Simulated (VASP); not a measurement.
# TaRu (Pm-3m) in VASP: a series of runs

TaRu is run at these levels: LDA; tasks: electric field gradients.

All numbers are computed with VASP 6.6.1; they aren't measurements. Logs are shortened: lines on timing, memory, paths and dates and some standing lists are left out, and cuts for length are marked.

### Step 1. The cell of the first run

Symmetry: Pm-3m, No. 221, cubic system. Conventional cell: a = 3.122 Å, b = 3.122 Å, c = 3.122 Å, α = 90.00°, β = 90.00°, γ = 90.00°. Ta (site symmetry m-3m) has 8 Ru at 2.70 Å and 6 Ta at 3.12 Å within 3.6 Å. Ru (site symmetry m-3m) has 8 Ta at 2.70 Å and 6 Ru at 3.12 Å within 3.6 Å.

### Step 2. Electric field gradients, LDA (volume scaled by 0.94)

File INCAR:

```
SYSTEM = TaRu
ALGO = Normal
EDIFF = 1E-8
ENCUT = 520
ISIF = 2
ISMEAR = -1
LASPH = .True.
LCHARG = .False.
LEFG = .True.
LREAL = .False.
LWAVE = .False.
NBANDS = 20
NELM = 80
PREC = Accurate
SIGMA = 0.03
```

File KPOINTS:

```
k-points
0
Gamma
  13 13 13
  0 0 0
```

File POSCAR:

```
TaRu
1.0
    3.1219409285      0.0000000000      0.0000000000
    0.0000000000      3.1219409285      0.0000000000
    0.0000000000      0.0000000000      3.1219409285
Ta Ru
1 1
Direct
    0.5000000000      0.5000000000      0.5000000000
    0.0000000000      0.0000000000      0.0000000000
```

Potentials or basis: VASP PAW LDA potentials, release 64 (Ta_pv, Ru_pv).

Started as:

```
cat potpaw_LDA.64/Ta_pv/POTCAR potpaw_LDA.64/Ru_pv/POTCAR > POTCAR
mpirun -np 1 vasp_std > vasp.out
```

OUTCAR:

```text
SYSTEM = TaRu
   EDIFF = 1E-8
   ENCUT = 520
   ISIF = 2
   ISMEAR = -1
   LASPH = .True.
   LREAL = .False.
   NELM = 80
   PREC = Accurate

 ion  position               nearest neighbor table
   1  0.500  0.500  0.500-   2 2.70   2 2.70   2 2.70   2 2.70   2 2.70   2 2.70   2 2.70   2 2.70

   2  0.000  0.000  0.000-   1 2.70   1 2.70   1 2.70   1 2.70   1 2.70   1 2.70   1 2.70   1 2.70

  LATTYP: Found a simple cubic cell.
 ALAT       =     3.1219409285

  Lattice vectors:

 A1 = (   3.1219409285,   0.0000000000,   0.0000000000)
 A2 = (   0.0000000000,   3.1219409285,   0.0000000000)
 A3 = (   0.0000000000,   0.0000000000,   3.1219409285)

Analysis of symmetry for initial positions (statically):
=====================================================================
 Subroutine PRICEL returns:
 Original cell was already a primitive cell.

 Routine SETGRP: Setting up the symmetry group for a
 simple cubic supercell.

 Subroutine GETGRP returns: Found 48 space group operations
 (whereof 48 operations were pure point group operations)
 out of a pool of 48 trial point group operations.

The static configuration has the point symmetry O_h .

Analysis of symmetry for dynamics (positions and initial velocities):
=====================================================================
 Subroutine PRICEL returns:
 Original cell was already a primitive cell.

 Routine SETGRP: Setting up the symmetry group for a
 simple cubic supercell.

 Subroutine GETGRP returns: Found 48 space group operations
 (whereof 48 operations were pure point group operations)
 out of a pool of 48 trial point group operations.

The dynamic configuration has the point symmetry O_h .

 Subroutine INISYM returns: Found 48 space group operations
 (whereof 48 operations are pure point group operations),
 and found     1 'primitive' translations

----------------------------------------------------------------------------------------

                                     Primitive cell

  volume of cell :      30.4280

  direct lattice vectors                    reciprocal lattice vectors
     3.121940928  0.000000000  0.000000000     0.320313556  0.000000000  0.000000000
     0.000000000  3.121940928  0.000000000     0.000000000  0.320313556  0.000000000
     0.000000000  0.000000000  3.121940928     0.000000000  0.000000000  0.320313556

  length of vectors
     3.121940928  3.121940928  3.121940928     0.320313556  0.320313556  0.320313556

  position of ions in fractional coordinates (direct lattice)
     0.500000000  0.500000000  0.500000000
     0.000000000  0.000000000  0.000000000

  ion indices of the primitive-cell ions
   primitive index   ion index
                 1           1
                 2           2

----------------------------------------------------------------------------------------

 KPOINTS: k-points

Automatic generation of k-mesh.
 Grid dimensions read from file:
 generate k-points for:   13   13   13

 Generating k-lattice:

  Cartesian coordinates                     Fractional coordinates (reciprocal lattice)
     0.024639504  0.000000000  0.000000000     0.076923077  0.000000000  0.000000000
     0.000000000  0.024639504  0.000000000     0.000000000  0.076923077  0.000000000
     0.000000000  0.000000000  0.024639504     0.000000000  0.000000000  0.076923077

  Length of vectors
     0.024639504  0.024639504  0.024639504

  Shift w.r.t. Gamma in fractional coordinates (k-lattice)
     0.000000000  0.000000000  0.000000000

 Subroutine IBZKPT returns following result:
 ===========================================

 Found     84 irreducible k-points:

 Following reciprocal coordinates:
            Coordinates               Weight
  0.000000  0.000000  0.000000      1.000000
  0.076923  0.000000  0.000000      6.000000
  0.153846  0.000000  0.000000      6.000000
  0.230769  0.000000  0.000000      6.000000
  0.307692  0.000000  0.000000      6.000000
  0.384615  0.000000  0.000000      6.000000
[... 16 lines left out ...]
  0.307692  0.307692  0.000000     12.000000
  0.384615  0.307692  0.000000     24.000000
 [... further k-points ...]
   k-points           NKPTS =     84   k-points in BZ     NKDIM =     84   number of bands    NBANDS=     20
   number of dos      NEDOS =    301   number of ions     NIONS =      2
   total plane-waves  NPLWV =  13824
   dimension x,y,z NGX =    24 NGY =   24 NGZ =   24
   dimension x,y,z NGXF=    48 NGYF=   48 NGZF=   48
   ions per type =               1   1
   NGX,Y,Z   is equivalent  to a cutoff of  12.78, 12.78, 12.78 a.u.
   NGXF,Y,Z  is equivalent  to a cutoff of  25.56, 25.56, 25.56 a.u.
 SYSTEM =  TaRu
   PREC   = accura    normal or accurate (medium, high low for compatibility)
   ISTART =      0    job   : 0-new  1-cont  2-samecut
   ICHARG =      2    charge: 1-file 2-atom 10-const
   ISPIN  =      1    spin polarized calculation?
   LNONCOLLINEAR =      F non collinear calculations
   LSORBIT =      F    spin-orbit coupling
   LASPH  =      T    aspherical Exc in radial PAW
   ENCUT  =  520.0 eV  38.22 Ry    6.18 a.u.   5.80  5.80  5.80*2*pi/ulx,y,z
   NELM   =     80;   NELMIN=  2; NELMDL= -5     # of ELM steps
   EDIFF  = 0.1E-07   stopping-criterion for ELM
   LREAL  =      F    real-space projection
   EDIFFG = 0.1E-06   stopping-criterion for IOM
   NSW    =      0    number of steps for IOM
   IBRION =     -1    ionic relax: 0-MD 1-quasi-New 2-CG
   NFREE  =      0    steps in history (QN), initial steepest desc. (CG)
   ISIF   =      2    stress and relaxation
   ISYM   =      2    0-nonsym 1-usesym 2-fastsym
   POTIM  = 0.5000    time-step for ionic-motion
   TEBEG  =    0.0;   TEEND  =   0.0 temperature during run
   PSTRESS=    0.0 pullay stress
   NELECT =      25.0000    total number of electrons
   NUPDOWN=      -1.0000    fix difference up-down
   EMIN   =  10.00;   EMAX   =-10.00  energy-range for DOS
   EFERMI =   0.00;   METHOD = LEGACY
   ISMEAR =    -1;   SIGMA  =   0.03  broadening in eV -4-tet -1-fermi 0-gaus
   EFERMI_NEDOS =   21; number of points for ismear=-14 and -15
   IALGO  =     38    algorithm
   IMIX   =      4    mixing-type and parameters
     AMIX     =   0.40;   BMIX     =  1.00
     AMIX_MAG =   1.60;   BMIX_MAG =  1.00
  volume/ion in A,a.u.               =      15.21       102.67
  Fermi-wavevector in a.u.,A,eV,Ry     =   1.533311  2.897537 31.987862  2.351042
  Thomas-Fermi vector in A             =   2.640395
   LORBIT       =      0    0 simple, 1 ext, 2 COOP (PROOUT), +10 PAW based schemes
   GGA     = CA    functional components
   LHFCALC =     F    Hartree Fock is set to
   AEXX    =    0.0000 exact exchange contribution
   IVDW    =     0    specifies the selected vdW correction
   LEPSILON=     F    determine dielectric tensor
   LRPA    =     F    only Hartree local field effects (RPA)
 non-spin polarized calculation
  energy-cutoff  :      520.00
  volume of cell :       30.43
 maximum number of plane-waves:       840
 NGX is ok and might be reduce to    24
   NGX = 11   NGY = 11   NGZ = 11

 number of electron      24.9999998 magnetization

 Free energy of the ion-electron system (eV)
  ---------------------------------------------------
  ext. energy  EPLUGINS =         0.00000000
  ---------------------------------------------------
  free energy    TOTEN  =       -24.00456945 eV

  energy without entropy =      -23.99585833  energy(sigma->0) =      -24.00021389

 E-fermi :  10.0004     XC(G=0): -13.6959

 val. band max:        9.9918483464   @ k =   0.4615   0.1538   0.0769
 cond. band min:      10.0185152549   @ k =   0.3846   0.3077   0.0769
 fundamental gap:      0.0266669085
 Fermi energy:        10.0004273411

 k-point     1 :       0.0000    0.0000    0.0000
  band No.  band energies     occupation
      1     -33.0874      2.00000
      2     -33.0874      2.00000
      3     -33.0874      2.00000
      4     -24.7493      2.00000
      5     -24.7493      2.00000
      6     -24.7493      2.00000
[... 12 lines left out ...]
     19      18.4155      0.00000
     20      18.4155      0.00000

 k-point     2 :       0.0769    0.0000    0.0000
  band No.  band energies     occupation
      1     -33.0941      2.00000
      2     -33.0860      2.00000
      3     -33.0860      2.00000
      4     -24.7737      2.00000
      5     -24.7495      2.00000
      6     -24.7495      2.00000
[... 12 lines left out ...]
     19      19.0476      0.00000
     20      19.0476      0.00000

 k-point     3 :       0.1538    0.0000    0.0000
  band No.  band energies     occupation
      1     -33.1127      2.00000
      2     -33.0821      2.00000
      3     -33.0821      2.00000
      4     -24.8410      2.00000
      5     -24.7502      2.00000
      6     -24.7502      2.00000
[... 12 lines left out ...]
     19      19.8933      0.00000
     20      20.4570      0.00000

 k-point     4 :       0.2308    0.0000    0.0000
  band No.  band energies     occupation
      1     -33.1388      2.00000
      2     -33.0766      2.00000
      3     -33.0766      2.00000
      4     -24.9345      2.00000
      5     -24.7512      2.00000
      6     -24.7512      2.00000
[... 12 lines left out ...]
     19      19.8933      0.00000
     20      22.1690      0.00000

 k-point     5 :       0.3077    0.0000    0.0000
  band No.  band energies     occupation
      1     -33.1663      2.00000
      2     -33.0708      2.00000
      3     -33.0708      2.00000
      4     -25.0323      2.00000
      5     -24.7523      2.00000
      6     -24.7523      2.00000
[... 12 lines left out ...]
     19      19.8933      0.00000
     20      22.0978      0.00000
[... 353 lines left out ...]
      6     -24.7382      2.00000
[... 12 lines left out ...]
     19      19.8925      0.00000
     20      21.3617      0.00000

 k-point    22 :       0.4615    0.2308    0.0000
  band No.  band energies     occupation
      1     -33.2096      2.00000
      2     -33.1335      2.00000
      3     -33.0572      2.00000
      4     -25.1075      2.00000
      5     -24.8866      2.00000
      6     -24.7365      2.00000
[... 12 lines left out ...]
     19      19.8927      0.00000
     20      21.7673      0.00000

 k-point    23 :       0.3077    0.3077    0.0000
  band No.  band energies     occupation
      1     -33.1784      2.00000
      2     -33.1607      2.00000
      3     -33.0592      2.00000
      4     -25.0048      2.00000
      5     -24.9559      2.00000
      6     -24.7351      2.00000
[... 12 lines left out ...]
     19      19.8885      0.00000
     20      20.2428      0.00000

 k-point    24 :       0.3846    0.3077    0.0000
  band No.  band energies     occupation
      1     -33.1993      2.00000
      2     -33.1692      2.00000
      3     -33.0559      2.00000
      4     -25.0483      2.00000
      5     -24.9618      2.00000
      6     -24.7301      2.00000
[... 12 lines left out ...]
     19      19.8912      0.00000
     20      20.4982      0.00000

 [... further k-points ...]
[... 5 lines left out ...]
  --------------------------------------------------------------------------------------
  -------------------------------------------------------------------------------------
  Total       -0.0118913     -0.0118913     -0.0118913      0.0000000      0.0000000     -0.0000000
  in kB       -0.6261329     -0.6261329     -0.6261329      0.0000000      0.0000000     -0.0000000
  external PRESSURE =      -0.6261329 kB  Pullay stress =       0.0000000 kB

 VOLUME and BASIS-vectors are now :
 -----------------------------------------------------------------------------
  energy-cutoff  :      520.00
  volume of cell :       30.43
      direct lattice vectors                 reciprocal lattice vectors
     3.121940928  0.000000000  0.000000000     0.320313556  0.000000000  0.000000000
     0.000000000  3.121940928  0.000000000     0.000000000  0.320313556  0.000000000
     0.000000000  0.000000000  3.121940928     0.000000000  0.000000000  0.320313556

 POSITION                                       TOTAL-FORCE (eV/Angst)
 -----------------------------------------------------------------------------------
      1.56097      1.56097      1.56097         0.000000      0.000000      0.000000
      0.00000      0.00000      0.00000         0.000000      0.000000      0.000000
 -----------------------------------------------------------------------------------
    total drift:                                0.000000      0.000000     -0.000000

  FREE ENERGIE OF THE ION-ELECTRON SYSTEM (eV)
  ---------------------------------------------------
  free  energy   TOTEN  =       -24.0045694500 eV

  energy  without entropy=      -23.9958583323  energy(sigma->0) =      -24.00021389

 Electric field gradients (V/A^2)
---------------------------------------------------------------------
 ion       V_xx      V_yy      V_zz      V_xy      V_xz      V_yz
---------------------------------------------------------------------
   1      -0.000    -0.000    -0.000    -0.000    -0.000    -0.000
   2      -0.000    -0.000     0.000     0.000     0.000     0.000
---------------------------------------------------------------------

 Electric field gradients after diagonalization (V/A^2)
 (convention: |V_zz| > |V_xx| > |V_yy|)
----------------------------------------------------------------------
 ion       V_xx      V_yy      V_zz     asymmetry (V_yy - V_xx)/ V_zz
----------------------------------------------------------------------
   1      -0.000    -0.000    -0.000      -0.343
   2      -0.000    -0.000     0.000       0.329
----------------------------------------------------------------------

           NMR quadrupolar parameters

 Cq : quadrupolar parameter    Cq=e*Q*V_zz/h
 eta: asymmetry parameters     (V_yy - V_xx)/ V_zz
 Q  : nuclear electric quadrupole moment in mb (millibarn)
----------------------------------------------------------------------
 ion       Cq(MHz)       eta       Q (mb)
----------------------------------------------------------------------
   1      -0.000      -0.343       1.000
   2       0.000       0.329       1.000
----------------------------------------------------------------------
```

It took 77 s on 1 thread of AMD EPYC 7R13, shared host; peak memory 0.14 GiB.

What came out:

| Item | Value |
| --- | --- |
| Free energy | -24.0046 eV |
| Pressure | -0.1 GPa |

Levels at points of the mesh, in eV from the Fermi level:
```
           k point  band 9  band 10  band 11  band 12  band 13  band 14  band 15  band 16
(0.00, 0.00, 0.00)   -6.34    -2.55    -2.55    -2.55     1.01     1.01     4.30     4.30
```

Caveat: without QUAD_EFG the Cq values of the log hold for a quadrupole moment of 1 mb, not for the nuclei; spin-orbit coupling is left out, which moves the levels of the heavy elements.

[end of part 1 of 2]
